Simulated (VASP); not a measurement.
Input of a VASP 6.6.1 run:

The input INCAR:

```
PREC     = Accurate       # precision mode
ENCUT    = 520            # plane-wave cutoff, eV
EDIFF    = 1E-6           # SCF threshold, eV
ISMEAR   = 0              # smearing method
SIGMA    = 0.1            # smearing width, eV
LREAL    = F              # projectors in reciprocal space
LASPH    = T              # aspherical terms in the spheres
NELM     = 60             # most SCF steps
ALGO     = Normal         # electronic algorithm
ISIF     = 2              # what is computed and relaxed
LWAVE    = F              # write WAVECAR
LCHARG   = T              # write CHGCAR
GGA      = PE             # functional
LELF     = T              # ELF
LVHAR    = T            
NBANDS   = 36             # bands
```

Contents of KPOINTS:

```
Automatic mesh
0
Gamma
  4 4 4
```

The input POSCAR:

```
ZnO
1.0
    4.1004532663      0.0000000000      0.0000000000
    0.0000000000      4.1004532663      0.0000000000
    0.0000000000      0.0000000000      4.1004532663
Zn O
3 3
Direct
    0.5000000000      0.0000000000      0.0000000000
    0.0000000000      0.5000000000      0.0000000000
    0.0000000000      0.0000000000      0.5000000000
    0.0000000000      0.5000000000      0.5000000000
    0.5000000000      0.0000000000      0.5000000000
    0.5000000000      0.5000000000      0.0000000000
```

Potentials or basis: VASP PAW PBE potentials, release 64 (Zn, O).

The run is started by

```sh
$ cat potpaw_PBE.64/Zn/POTCAR potpaw_PBE.64/O/POTCAR > POTCAR
$ mpirun -np 1 vasp_std > vasp.out
```

Question: What does it give for the band gap on the k mesh?

Answer: Zero (band 27 reaches 1.92 eV, above the bottom of band 28 at 1.26 eV).

Question: Predict the pressure.

Answer: 0.9 GPa.

Caveat: the k points lie up to 0.38 Å⁻¹ apart.
